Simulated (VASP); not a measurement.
# AlV2C (P6_3/mmc) in VASP: single point with PBE

Aim: the single point of AlV2C with PBE.

Program: VASP 6.6.1. These are calculated values, not measurements. Logs are shortened: lines on timing, memory, paths and dates and some standing lists are left out, and cuts for length are marked.

## (1) The cell of the first run

The structure is hexagonal, space group P6_3/mmc (No. 194). The conventional cell has a = 2.908 Å, b = 2.908 Å, c = 13.131 Å, α = 90.00°, β = 90.00°, γ = 120.00°. Within 3.7 Å of Al (site symmetry -6m2) lie 6 V at 2.74 Å and 6 Al at 2.91 Å and 6 C at 3.69 Å. V (site symmetry 3m) has 3 C at 2.01 Å and 3 Al at 2.74 Å and 9 V at 2.79 to 2.91 Å within 3.0 Å. C (site symmetry -3m) has 6 V at 2.01 Å within 2.7 Å.

## (2) Single point, PBE

POSCAR reads:

```
AlV2C
1.0
    2.9081312111      0.0000000000      0.0000000000
   -1.4540656056      2.5185155064      0.0000000000
    0.0000000000      0.0000000000     13.1307868127
Al V C
2 4 2
Direct
    0.3333333333      0.6666666667      0.2500000000
    0.6666666667      0.3333333333      0.7500000000
    0.3333333333      0.6666666667      0.5848020878
    0.6666666667      0.3333333333      0.4151979122
    0.6666666667      0.3333333333      0.0848020878
    0.3333333333      0.6666666667      0.9151979122
    0.0000000000      0.0000000000      0.0000000000
    0.0000000000      0.0000000000      0.5000000000
```

INCAR.step1 reads:

```
SYSTEM = AlV2C
  PREC = Accurate
  ENCUT = 520
  EDIFF = 1E-6
  ISMEAR = 0
  SIGMA = 0.05
  LREAL = .FALSE.
  LASPH = .TRUE.
  NELM = 100
  ALGO = Normal
  ISIF = 2
  LWAVE = .FALSE.
  LCHARG = .TRUE.
  LMAXMIX = 4
  GGA = PE
  NBANDS = 43
```

KPOINTS.step1 reads:

```
Automatic mesh
0
G
  14 14 4
  0 0 0
```

INCAR.step2 reads:

```
SYSTEM = AlV2C
  PREC = Accurate
  ENCUT = 520
  EDIFF = 1E-6
  ISMEAR = -5
  SIGMA = 0.05
  LREAL = .FALSE.
  LASPH = .TRUE.
  NELM = 100
  ALGO = Normal
  ISIF = 2
  LWAVE = .FALSE.
  LCHARG = .FALSE.
  LMAXMIX = 4
  GGA = PE
  LORBIT = 11
  NBANDS = 43
  NEDOS = 1001
  ICHARG = 11
```

KPOINTS.step2 reads:

```
Automatic mesh
0
G
  21 21 6
  0 0 0
```

Potentials or basis: VASP PAW PBE potentials, release 64 (Al, V_sv, C).

Started as:

```
> cat potpaw_PBE.64/Al/POTCAR potpaw_PBE.64/V_sv/POTCAR potpaw_PBE.64/C/POTCAR > POTCAR
> cp INCAR.step1 INCAR
> cp KPOINTS.step1 KPOINTS
> mpirun -np 1 vasp_std > vasp.out
> cp INCAR.step2 INCAR
> cp KPOINTS.step2 KPOINTS
> mpirun -np 1 vasp_std > vasp.out
```

OUTCAR:

```text
SYSTEM = AlV2C
   PREC = Accurate
   ENCUT = 520
   EDIFF = 1E-6
   ISMEAR = -5
   LREAL = .FALSE.
   LASPH = .TRUE.
   NELM = 100
   ISIF = 2
   GGA = PE
   LORBIT = 11
   ICHARG = 11

 ion  position               nearest neighbor table
   1  0.333  0.667  0.250-   4 2.74   5 2.74   4 2.74   5 2.74   4 2.74   5 2.74
   2  0.667  0.333  0.750-   3 2.74   6 2.74   3 2.74   6 2.74   3 2.74   6 2.74
   3  0.333  0.667  0.585-   8 2.01   8 2.01   8 2.01   2 2.74   2 2.74   2 2.74   4 2.79   4 2.79
                             4 2.79
   4  0.667  0.333  0.415-   8 2.01   8 2.01   8 2.01   1 2.74   1 2.74   1 2.74   3 2.79   3 2.79
                             3 2.79
   5  0.667  0.333  0.085-   7 2.01   7 2.01   7 2.01   1 2.74   1 2.74   1 2.74   6 2.79   6 2.79
                             6 2.79
   6  0.333  0.667  0.915-   7 2.01   7 2.01   7 2.01   2 2.74   2 2.74   2 2.74   5 2.79   5 2.79
                             5 2.79
   7  0.000  0.000  0.000-   5 2.01   6 2.01   5 2.01   6 2.01   5 2.01   6 2.01
   8  0.000  0.000  0.500-   3 2.01   4 2.01   4 2.01   3 2.01   4 2.01   3 2.01

  LATTYP: Found a hexagonal cell.
 ALAT       =     2.9081312111
 C/A-ratio  =     4.5151975133

  Lattice vectors:

 A1 = (   2.9081312111,   0.0000000000,   0.0000000000)
 A2 = (  -1.4540656056,   2.5185155064,   0.0000000000)
 A3 = (   0.0000000000,   0.0000000000,  13.1307868127)

Analysis of symmetry for initial positions (statically):
=====================================================================
 Subroutine PRICEL returns:
 Original cell was already a primitive cell.

 Routine SETGRP: Setting up the symmetry group for a
 hexagonal supercell.

 Subroutine GETGRP returns: Found 24 space group operations
 (whereof 12 operations were pure point group operations)
 out of a pool of 24 trial point group operations.

The static configuration has the point symmetry D_3d.
 The point group associated with its full space group is D_6h.

Analysis of symmetry for dynamics (positions and initial velocities):
=====================================================================
 Subroutine PRICEL returns:
 Original cell was already a primitive cell.

 Routine SETGRP: Setting up the symmetry group for a
 hexagonal supercell.

 Subroutine GETGRP returns: Found 24 space group operations
 (whereof 12 operations were pure point group operations)
 out of a pool of 24 trial point group operations.

The dynamic configuration has the point symmetry D_3d.
 The point group associated with its full space group is D_6h.

 Subroutine INISYM returns: Found 24 space group operations
 (whereof 12 operations are pure point group operations),
 and found     1 'primitive' translations

----------------------------------------------------------------------------------------

                                     Primitive cell

  volume of cell :      96.1722

  direct lattice vectors                    reciprocal lattice vectors
     2.908131211  0.000000000  0.000000000     0.343863439  0.198529649  0.000000000
    -1.454065606  2.518515506  0.000000000     0.000000000  0.397059298  0.000000000
     0.000000000  0.000000000 13.130786813     0.000000000  0.000000000  0.076156899

  length of vectors
     2.908131211  2.908131211 13.130786813     0.397059298  0.397059298  0.076156899

  position of ions in fractional coordinates (direct lattice)
     0.333333333  0.666666667  0.250000000
     0.666666667  0.333333333  0.750000000
     0.333333333  0.666666667  0.584802088
     0.666666667  0.333333333  0.415197912
     0.666666667  0.333333333  0.084802088
     0.333333333  0.666666667  0.915197912
     0.000000000  0.000000000  0.000000000
     0.000000000  0.000000000  0.500000000

  ion indices of the primitive-cell ions
   primitive index   ion index
                 1           1
                 2           2
                 3           3
                 4           4
                 5           5
                 6           6
                 7           7
                 8           8

----------------------------------------------------------------------------------------

 KPOINTS: Automatic mesh

Automatic generation of k-mesh.
 Grid dimensions read from file:
 generate k-points for:   21   21    6

 Generating k-lattice:

  Cartesian coordinates                     Fractional coordinates (reciprocal lattice)
     0.016374449  0.009453793  0.000000000     0.047619048  0.000000000  0.000000000
     0.000000000  0.018907586  0.000000000     0.000000000  0.047619048  0.000000000
     0.000000000  0.000000000  0.012692816     0.000000000  0.000000000  0.166666667

  Length of vectors
     0.018907586  0.018907586  0.012692816

  Shift w.r.t. Gamma in fractional coordinates (k-lattice)
     0.000000000  0.000000000  0.000000000

 TETIRR: Found   2688 inequivalent tetrahedra from    15876

 Subroutine IBZKPT returns following result:
 ===========================================

 Found    192 irreducible k-points:

 Following reciprocal coordinates:
            Coordinates               Weight
  0.000000  0.000000  0.000000      1.000000
  0.047619  0.000000  0.000000      6.000000
  0.095238 -0.000000  0.000000      6.000000
  0.142857 -0.000000  0.000000      6.000000
  0.190476 -0.000000  0.000000      6.000000
  0.238095 -0.000000  0.000000      6.000000
[... 16 lines left out ...]
  0.142857  0.095238  0.000000     12.000000
  0.190476  0.095238  0.000000     12.000000
 [... further k-points ...]
   k-points           NKPTS =    192   k-points in BZ     NKDIM =    192   number of bands    NBANDS=     43
   number of dos      NEDOS =   1001   number of ions     NIONS =      8
   total plane-waves  NPLWV =  56448
   dimension x,y,z NGX =    24 NGY =   24 NGZ =   98
   dimension x,y,z NGXF=    48 NGYF=   48 NGZF=  196
   ions per type =               2   4   2
   NGX,Y,Z   is equivalent  to a cutoff of  13.72, 13.72, 12.41 a.u.
   NGXF,Y,Z  is equivalent  to a cutoff of  27.44, 27.44, 24.82 a.u.
 SYSTEM =  AlV2C
   PREC   = accura    normal or accurate (medium, high low for compatibility)
   ISTART =      0    job   : 0-new  1-cont  2-samecut
   ICHARG =     11    charge: 1-file 2-atom 10-const
   ISPIN  =      1    spin polarized calculation?
   LNONCOLLINEAR =      F non collinear calculations
   LSORBIT =      F    spin-orbit coupling
   LASPH  =      T    aspherical Exc in radial PAW
   ENCUT  =  520.0 eV  38.22 Ry    6.18 a.u.   5.41  5.41 24.41*2*pi/ulx,y,z
   NELM   =    100;   NELMIN=  2; NELMDL=  0     # of ELM steps
   EDIFF  = 0.1E-05   stopping-criterion for ELM
   LREAL  =      F    real-space projection
   EDIFFG = 0.1E-04   stopping-criterion for IOM
   NSW    =      0    number of steps for IOM
   IBRION =     -1    ionic relax: 0-MD 1-quasi-New 2-CG
   NFREE  =      0    steps in history (QN), initial steepest desc. (CG)
   ISIF   =      2    stress and relaxation
   ISYM   =      2    0-nonsym 1-usesym 2-fastsym
   POTIM  = 0.5000    time-step for ionic-motion
   TEBEG  =    0.0;   TEEND  =   0.0 temperature during run
   PSTRESS=    0.0 pullay stress
   NELECT =      66.0000    total number of electrons
   NUPDOWN=      -1.0000    fix difference up-down
   EMIN   =  10.00;   EMAX   =-10.00  energy-range for DOS
   EFERMI =   0.00;   METHOD = LEGACY
   ISMEAR =    -5;   SIGMA  =   0.05  broadening in eV -4-tet -1-fermi 0-gaus
   EFERMI_NEDOS =   21; number of points for ismear=-14 and -15
   IALGO  =     38    algorithm
   IMIX   =      4    mixing-type and parameters
     AMIX     =   0.40;   BMIX     =  1.00
     AMIX_MAG =   1.60;   BMIX_MAG =  1.00
  volume/ion in A,a.u.               =      12.02        81.13
  Fermi-wavevector in a.u.,A,eV,Ry     =   1.444019  2.728801 28.370758  2.085192
  Thomas-Fermi vector in A             =   2.562362
   LORBIT       =     11    0 simple, 1 ext, 2 COOP (PROOUT), +10 PAW based schemes
   GGA     = PE    functional components
   LHFCALC =     F    Hartree Fock is set to
   AEXX    =    0.0000 exact exchange contribution
   IVDW    =     0    specifies the selected vdW correction
   LEPSILON=     F    determine dielectric tensor
   LRPA    =     F    only Hartree local field effects (RPA)
 non-spin polarized calculation
 Fermi weights with tetrahedron method with Bloechl corrections
  energy-cutoff  :      520.00
  volume of cell :       96.17
 maximum number of plane-waves:      2652
 NGX is ok and might be reduce to    24

 number of electron      66.0000005 magnetization

 Free energy of the ion-electron system (eV)
  ---------------------------------------------------
  ext. energy  EPLUGINS =         0.00000000
  ---------------------------------------------------
  free energy    TOTEN  =       -66.11168789 eV

  energy without entropy =      -66.11168789  energy(sigma->0) =      -66.11168789

 E-fermi :   9.4416     XC(G=0): -12.1390

 val. band max:        9.4529979306   @ k =   0.1429   0.0476   0.5000
 cond. band min:       9.4332604956   @ k =   0.2381   0.0952   0.5000
 fundamental gap:     -0.0197374349
 Fermi energy:         9.4416057692

 k-point     1 :       0.0000    0.0000    0.0000
  band No.  band energies     occupation
      1     -54.9514      2.00000
      2     -54.9513      2.00000
      3     -54.8893      2.00000
      4     -54.8892      2.00000
      5     -28.9994      2.00000
      6     -28.9974      2.00000
[... 35 lines left out ...]
     42      10.8694      0.00000
     43      12.6784      0.00000

 k-point     2 :       0.0476    0.0000    0.0000
  band No.  band energies     occupation
      1     -54.9500      2.00000
      2     -54.9500      2.00000
      3     -54.8886      2.00000
      4     -54.8885      2.00000
      5     -28.9973      2.00000
      6     -28.9953      2.00000
[... 35 lines left out ...]
     42      10.8985      0.00000
     43      12.7092      0.00000

 k-point     3 :       0.0952   -0.0000    0.0000
  band No.  band energies     occupation
      1     -54.9461      2.00000
      2     -54.9460      2.00000
      3     -54.8864      2.00000
      4     -54.8863      2.00000
      5     -28.9912      2.00000
      6     -28.9893      2.00000
[... 35 lines left out ...]
     42      10.9848      0.00000
     43      12.7773      0.00000

 k-point     4 :       0.1429   -0.0000    0.0000
  band No.  band energies     occupation
      1     -54.9398      2.00000
      2     -54.9397      2.00000
      3     -54.8831      2.00000
      4     -54.8830      2.00000
      5     -28.9820      2.00000
      6     -28.9803      2.00000
[... 863 lines left out ...]
     42      11.2942      0.00000
     43      12.8751      0.00000

 k-point    23 :       0.1429    0.0952    0.0000
  band No.  band energies     occupation
      1     -54.9284      2.00000
      2     -54.9283      2.00000
      3     -54.8774      2.00000
      4     -54.8773      2.00000
      5     -28.9674      2.00000
      6     -28.9660      2.00000
[... 35 lines left out ...]
     42      11.5462      0.00000
     43      12.9078      0.00000

 k-point    24 :       0.1905    0.0952    0.0000
  band No.  band energies     occupation
      1     -54.9193      2.00000
      2     -54.9193      2.00000
      3     -54.8732      2.00000
      4     -54.8732      2.00000
      5     -28.9593      2.00000
      6     -28.9581      2.00000
[... 35 lines left out ...]
     42      11.8200      0.00000
     43      12.9076      0.00000

 [... further k-points ...]

------------------------ aborting loop because EDIFF is reached ----------------------------------------

  FORCE on cell =-STRESS in cart. coord.  units (eV):
  Direction    XX          YY          ZZ          XY          YZ          ZX
  --------------------------------------------------------------------------------------
  -------------------------------------------------------------------------------------
  Total       -0.1335821     -0.1335821     -0.2507709      0.0000000     -0.0000000      0.0000000
  in kB       -2.2254063     -2.2254063     -4.1777112      0.0000000     -0.0000000      0.0000000
  external PRESSURE =      -2.8761746 kB  Pullay stress =       0.0000000 kB

 VOLUME and BASIS-vectors are now :
 -----------------------------------------------------------------------------
  energy-cutoff  :      520.00
  volume of cell :       96.17
      direct lattice vectors                 reciprocal lattice vectors
     2.908131211  0.000000000  0.000000000     0.343863439  0.198529649  0.000000000
    -1.454065606  2.518515506  0.000000000     0.000000000  0.397059298  0.000000000
     0.000000000  0.000000000 13.130786813     0.000000000  0.000000000  0.076156899

 POSITION                                       TOTAL-FORCE (eV/Angst)
 -----------------------------------------------------------------------------------
     -0.00000      1.67901      3.28270        -0.000000     -0.000000      0.000000
      1.45407      0.83951      9.84809        -0.000000     -0.000000      0.000000
     -0.00000      1.67901      7.67891         0.000000     -0.000000      0.129928
      1.45407      0.83951      5.45188        -0.000000      0.000000     -0.129928
      1.45407      0.83951      1.11352        -0.000000      0.000000      0.129928
     -0.00000      1.67901     12.01727         0.000000     -0.000000     -0.129928
      0.00000      0.00000      0.00000        -0.000000     -0.000000      0.000000
      0.00000      0.00000      6.56539        -0.000000     -0.000000      0.000000
 -----------------------------------------------------------------------------------
    total drift:                               -0.000000      0.000000     -0.000000

  FREE ENERGIE OF THE ION-ELECTRON SYSTEM (eV)
  ---------------------------------------------------
  free  energy   TOTEN  =       -66.1116878925 eV

  energy  without entropy=      -66.1116878925  energy(sigma->0) =      -66.11168789

 total charge

# of ion       s       p       d       tot
------------------------------------------
    1        0.421   0.388   0.000   0.809
    2        0.421   0.388   0.000   0.809
    3        2.270   6.283   3.152  11.705
    4        2.270   6.283   3.152  11.705
    5        2.270   6.283   3.152  11.705
    6        2.270   6.283   3.152  11.705
    7        0.905   1.574   0.000   2.479
    8        0.905   1.574   0.000   2.479
--------------------------------------------------
tot         11.733  29.055  12.609  53.397
```

Run time: 5.8 min. Hardware: 1 thread of Intel Xeon 6975P-C (Granite Rapids), shared host; peak memory 0.67 GiB.

Results:

```
Valence electrons inside the program's atomic spheres : Al 0.81; V 11.71; C 2.48
```
